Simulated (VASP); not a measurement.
# Ag (I4/mmm) in VASP: notebook

Ag is run at these levels: LDA; tasks: single point.

All numbers are computed with VASP 6.6.1; they aren't measurements. Logs are shortened: lines on timing, memory, paths and dates and some standing lists are left out, and cuts for length are marked.

### Step 1. The cell of the first run

It takes space group I4/mmm (No. 139, tetragonal). The conventional cell has a = 3.597 Å, b = 3.597 Å, c = 2.806 Å, α = 90.00°, β = 90.00°, γ = 90.00°. Ag (site symmetry 4/mmm) has 14 Ag at 2.81 to 3.60 Å within 3.7 Å.

### Step 2. Single point, LDA

Input file INCAR:

```
  PREC = Accurate
  ENCUT = 520
  EDIFF = 1E-7
  ISMEAR = 0
  SIGMA = 0.15
  LREAL = F
  LASPH = T
  NELM = 100
  ALGO = Fast
  ISIF = 2
  LWAVE = F
  LCHARG = T
  GGA = CA
  LELF = T
  LVHAR = T
  NBANDS = 12
```

Input file KPOINTS:

```
Automatic mesh
0
Gamma
  22 22 22
```

Input file POSCAR:

```
Ag
1.0
   -1.7986143269      1.7986143269      1.4029191750
    1.7986143269     -1.7986143269      1.4029191750
    1.7986143269      1.7986143269     -1.4029191750
Ag
1
Direct
    0.0000000000      0.0000000000      0.0000000000
```

Potentials or basis: VASP PAW LDA potentials, release 64 (Ag).

Command:

```
$ cat potpaw_LDA.64/Ag/POTCAR > POTCAR
$ mpirun -np 1 vasp_std > vasp.out
```

OUTCAR:

```text
PREC = Accurate
   ENCUT = 520
   EDIFF = 1E-7
   ISMEAR = 0
   LREAL = F
   LASPH = T
   NELM = 100
   ISIF = 2
   GGA = CA

 ion  position               nearest neighbor table
   1  0.000  0.000  0.000-

  LATTYP: Found a body centered tetragonal cell.
 ALAT       =     3.5972286538
 C/A-ratio  =     0.7800000000

  Lattice vectors:

 A1 = (  -1.7986143269,   1.7986143269,   1.4029191750)
 A2 = (   1.7986143269,  -1.7986143269,   1.4029191750)
 A3 = (   1.7986143269,   1.7986143269,  -1.4029191750)

Analysis of symmetry for initial positions (statically):
=====================================================================
 Subroutine PRICEL returns:
 Original cell was already a primitive cell.

 Routine SETGRP: Setting up the symmetry group for a
 body centered tetragonal supercell.

 Subroutine GETGRP returns: Found 16 space group operations
 (whereof 16 operations were pure point group operations)
 out of a pool of 16 trial point group operations.

The static configuration has the point symmetry D_4h.

Analysis of symmetry for dynamics (positions and initial velocities):
=====================================================================
 Subroutine PRICEL returns:
 Original cell was already a primitive cell.

 Routine SETGRP: Setting up the symmetry group for a
 body centered tetragonal supercell.

 Subroutine GETGRP returns: Found 16 space group operations
 (whereof 16 operations were pure point group operations)
 out of a pool of 16 trial point group operations.

The dynamic configuration has the point symmetry D_4h.

 Subroutine INISYM returns: Found 16 space group operations
 (whereof 16 operations are pure point group operations),
 and found     1 'primitive' translations

----------------------------------------------------------------------------------------

                                     Primitive cell

  volume of cell :      18.1538

  direct lattice vectors                    reciprocal lattice vectors
    -1.798614327  1.798614327  1.402919175     0.000000000  0.277991781  0.356399719
     1.798614327 -1.798614327  1.402919175     0.277991781  0.000000000  0.356399719
     1.798614327  1.798614327 -1.402919175     0.277991781  0.277991781  0.000000000

  length of vectors
     2.904859584  2.904859584  2.904859584     0.451995786  0.451995786  0.393139747

  position of ions in fractional coordinates (direct lattice)
     0.000000000  0.000000000  0.000000000

  ion indices of the primitive-cell ions
   primitive index   ion index
                 1           1

----------------------------------------------------------------------------------------

 KPOINTS: Automatic mesh

Automatic generation of k-mesh.
 Grid dimensions read from file:
 generate k-points for:   22   22   22

 Generating k-lattice:

  Cartesian coordinates                     Fractional coordinates (reciprocal lattice)
     0.000000000  0.012635990  0.016199987     0.045454545  0.000000000 -0.000000000
     0.012635990  0.000000000  0.016199987     0.000000000  0.045454545 -0.000000000
     0.012635990  0.012635990  0.000000000     0.000000000  0.000000000  0.045454545

  Length of vectors
     0.020545263  0.020545263  0.017869988

  Shift w.r.t. Gamma in fractional coordinates (k-lattice)
     0.000000000  0.000000000  0.000000000

 Subroutine IBZKPT returns following result:
 ===========================================

 Found    834 irreducible k-points:

 Following reciprocal coordinates:
            Coordinates               Weight
  0.000000  0.000000  0.000000      1.000000
  0.045455  0.000000 -0.000000      8.000000
  0.090909  0.000000 -0.000000      8.000000
  0.136364  0.000000  0.000000      8.000000
  0.181818 -0.000000  0.000000      8.000000
  0.227273 -0.000000  0.000000      8.000000
[... 16 lines left out ...]
  0.500000  0.045455  0.000000     16.000000
 -0.454545  0.045455 -0.000000     16.000000
 [... further k-points ...]
   k-points           NKPTS =    834   k-points in BZ     NKDIM =    834   number of bands    NBANDS=     12
   number of dos      NEDOS =    301   number of ions     NIONS =      1
   total plane-waves  NPLWV =  13824
   dimension x,y,z NGX =    24 NGY =   24 NGZ =   24
   dimension x,y,z NGXF=    48 NGYF=   48 NGZF=   48
   ions per type =               1
   NGX,Y,Z   is equivalent  to a cutoff of  13.74, 13.74, 13.74 a.u.
   NGXF,Y,Z  is equivalent  to a cutoff of  27.47, 27.47, 27.47 a.u.
 SYSTEM =  unknown system
   PREC   = accura    normal or accurate (medium, high low for compatibility)
   ISTART =      0    job   : 0-new  1-cont  2-samecut
   ICHARG =      2    charge: 1-file 2-atom 10-const
   ISPIN  =      1    spin polarized calculation?
   LNONCOLLINEAR =      F non collinear calculations
   LSORBIT =      F    spin-orbit coupling
   LASPH  =      T    aspherical Exc in radial PAW
   ENCUT  =  520.0 eV  38.22 Ry    6.18 a.u.   5.40  5.40  5.40*2*pi/ulx,y,z
   NELM   =    100;   NELMIN=  2; NELMDL= -5     # of ELM steps
   EDIFF  = 0.1E-06   stopping-criterion for ELM
   LREAL  =      F    real-space projection
   EDIFFG = 0.1E-05   stopping-criterion for IOM
   NSW    =      0    number of steps for IOM
   IBRION =     -1    ionic relax: 0-MD 1-quasi-New 2-CG
   NFREE  =      0    steps in history (QN), initial steepest desc. (CG)
   ISIF   =      2    stress and relaxation
   ISYM   =      2    0-nonsym 1-usesym 2-fastsym
   POTIM  = 0.5000    time-step for ionic-motion
   TEBEG  =    0.0;   TEEND  =   0.0 temperature during run
   PSTRESS=    0.0 pullay stress
   NELECT =      11.0000    total number of electrons
   NUPDOWN=      -1.0000    fix difference up-down
   EMIN   =  10.00;   EMAX   =-10.00  energy-range for DOS
   EFERMI =   0.00;   METHOD = LEGACY
   ISMEAR =     0;   SIGMA  =   0.15  broadening in eV -4-tet -1-fermi 0-gaus
   EFERMI_NEDOS =   21; number of points for ismear=-14 and -15
   IALGO  =     68    algorithm
   IMIX   =      4    mixing-type and parameters
     AMIX     =   0.40;   BMIX     =  1.00
     AMIX_MAG =   1.60;   BMIX_MAG =  1.00
  volume/ion in A,a.u.               =      18.15       122.51
  Fermi-wavevector in a.u.,A,eV,Ry     =   1.385318  2.617871 26.111022  1.919106
  Thomas-Fermi vector in A             =   2.509739
   LORBIT       =      0    0 simple, 1 ext, 2 COOP (PROOUT), +10 PAW based schemes
   GGA     = CA    functional components
   LHFCALC =     F    Hartree Fock is set to
   AEXX    =    0.0000 exact exchange contribution
   IVDW    =     0    specifies the selected vdW correction
   LEPSILON=     F    determine dielectric tensor
   LRPA    =     F    only Hartree local field effects (RPA)
 non-spin polarized calculation
 RMM-DIIS sequential band-by-band and
 Gauss-broadening in eV      SIGMA  =   0.15
  energy-cutoff  :      520.00
  volume of cell :       18.15
 maximum number of plane-waves:       503
 NGX is ok and might be reduce to    24
   NGX = 11   NGY = 11   NGZ = 11

 number of electron      11.0000003 magnetization

 Free energy of the ion-electron system (eV)
  ---------------------------------------------------
  ext. energy  EPLUGINS =         0.00000000
  ---------------------------------------------------
  free energy    TOTEN  =        -3.65322723 eV

  energy without entropy =       -3.65006997  energy(sigma->0) =       -3.65164860

 E-fermi :   7.3192     XC(G=0): -12.2019

 val. band max:        7.3088144039   @ k =  -0.3182   0.5000   0.0455
 cond. band min:       7.3225948370   @ k =  -0.2273  -0.2727   0.2273
 fundamental gap:      0.0137804332
 Fermi energy:         7.3192182575

 k-point     1 :       0.0000    0.0000    0.0000
  band No.  band energies     occupation
      1      -0.0865      2.00000
      2       2.0307      2.00000
      3       2.7832      2.00000
      4       3.2371      2.00000
      5       3.2371      2.00000
      6       4.1996      2.00000
      7      22.8244      0.00000
      8      22.8244      0.00000
      9      28.9316      0.00000
     10      29.2582      0.00000
     11      29.8863      0.00000
     12      29.8868      0.00000

 k-point     2 :       0.0455    0.0000   -0.0000
  band No.  band energies     occupation
      1      -0.0115      2.00000
      2       2.0503      2.00000
      3       2.8059      2.00000
      4       3.2236      2.00000
      5       3.2260      2.00000
      6       4.1830      2.00000
      7      22.8084      0.00000
      8      22.8412      0.00000
      9      28.3692      0.00000
     10      29.0314      0.00000
     11      29.2245      0.00000
     12      29.9251      0.00000

 k-point     3 :       0.0909    0.0000   -0.0000
  band No.  band energies     occupation
      1       0.2093      2.00000
      2       2.1007      2.00000
      3       2.8606      2.00000
      4       3.1996      2.00000
      5       3.2026      2.00000
      6       4.1372      2.00000
      7      22.7434      0.00000
      8      22.8763      0.00000
      9      26.9568      0.00000
     10      28.4444      0.00000
     11      28.8599      0.00000
     12      29.8023      0.00000
[... 286 lines left out ...]
 k-point    23 :       0.5000    0.0455    0.0000
  band No.  band energies     occupation
      1       1.2954      2.00000
      2       1.6511      2.00000
      3       3.6630      2.00000
      4       4.5119      2.00000
      5       4.5850      2.00000
      6       7.9430      0.00000
      7      12.5466      0.00000
      8      19.0881      0.00000
      9      19.6475      0.00000
     10      25.7441      0.00000
     11      26.4558      0.00000
     12      29.8387      0.00000

 k-point    24 :      -0.4545    0.0455   -0.0000
  band No.  band energies     occupation
      1       1.3467      2.00000
      2       1.6963      2.00000
      3       3.6859      2.00000
      4       4.4163      2.00000
      5       4.4605      2.00000
      6       7.0225      1.99485
      7      13.7338      0.00000
      8      19.1502      0.00000
      9      19.9235      0.00000
     10      25.7369      0.00000
     11      26.5670      0.00000
     12      30.2172      0.00000

 [... further k-points ...]

------------------------ aborting loop because EDIFF is reached ----------------------------------------

  FORCE on cell =-STRESS in cart. coord.  units (eV):
  Direction    XX          YY          ZZ          XY          YZ          ZX
  --------------------------------------------------------------------------------------
  -------------------------------------------------------------------------------------
  Total       -1.3067917     -1.3067917     -0.7864392      0.0000000     -0.0000000     -0.0000000
  in kB     -115.3315709   -115.3315709    -69.4075985      0.0000000     -0.0000000     -0.0000000
  external PRESSURE =    -100.0235801 kB  Pullay stress =       0.0000000 kB

 VOLUME and BASIS-vectors are now :
 -----------------------------------------------------------------------------
  energy-cutoff  :      520.00
  volume of cell :       18.15
      direct lattice vectors                 reciprocal lattice vectors
    -1.798614327  1.798614327  1.402919175     0.000000000  0.277991781  0.356399719
     1.798614327 -1.798614327  1.402919175     0.277991781  0.000000000  0.356399719
     1.798614327  1.798614327 -1.402919175     0.277991781  0.277991781  0.000000000

 POSITION                                       TOTAL-FORCE (eV/Angst)
 -----------------------------------------------------------------------------------
      0.00000      0.00000      0.00000         0.000000      0.000000     -0.000000
 -----------------------------------------------------------------------------------
    total drift:                               -0.000000      0.000000      0.000000

  FREE ENERGIE OF THE ION-ELECTRON SYSTEM (eV)
  ---------------------------------------------------
  free  energy   TOTEN  =        -3.6532272320 eV

  energy  without entropy=       -3.6500699730  energy(sigma->0) =       -3.65164860
```

It took 2.8 min on 1 thread of Intel Xeon 8259CL, shared host; peak memory 0.28 GiB.

What came out:

```
Free energy            : -3.6532 eV
Pressure               : -10.0 GPa
Band gap on the k mesh : zero (an odd number of electrons rules out a gap without spin polarisation)
```

Levels at points of the mesh, in eV from the Fermi level:
```csv
k point,band 4,band 5,band 6,band 7,band 8,band 9
"(0.00, 0.00, 0.00)",-4.08,-4.08,-3.12,15.51,15.51,21.61
"(0.50, 0.00, 0.00)",-2.74,-2.67,0.72,4.95,12.07,12.34
"(0.50, 0.50, 0.00)",-3.68,-2.68,-0.78,2.27,16.16,18.23
"(0.50, 0.50, 0.50)",-2.83,-2.61,4.48,4.48,9.38,11.03
```

Caveat: the cell stands under tension.

(Part 1 of 2 ends here.)
